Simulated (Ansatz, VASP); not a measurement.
One calculation of W, two programs

```
CELL_PARAMETERS angstrom
3.11232 0.00000 0.00000
-1.55616 2.69535 0.00000
0.00000 0.00000 5.32243
ATOMIC_POSITIONS crystal
W 0.66667 0.33333 0.75000
W 0.33333 0.66667 0.25000
```

Alike in both runs: task single point; functional PBEsol; k mesh 15 × 15 × 8; occupations gaussian, width 0.1 eV; no spin polarisation.

|  | VASP | Ansatz |
| --- | --- | --- |
| version | VASP 6.6.1 | Ansatz 0.2.0 |
| potentials or method | VASP PAW PBE potentials, release 64 (W_sv), cutoff 520 eV | scalar-relativistic, plane waves, PAW |
| valence electrons in the cell | 28 | 28 |

```csv
,VASP,Ansatz,Ansatz less VASP
gap on the k mesh at the Fermi level (eV),none,none,-
pressure (GPa),-49.4,-49.3,+0.01
"traceless stress, the component that is largest in VASP (GPa)",8.03,8.03,+0.004
```

VASP's potentials were made for PBE, not for PBEsol. A gap of «none» marks a metal or a gap that the smearing closes. Both programs put the cell under strong tension, so it lies far from rest at this level.

Neither program's run includes spin-orbit coupling. Noted on VASP's run: the cell as given lies far from equilibrium.
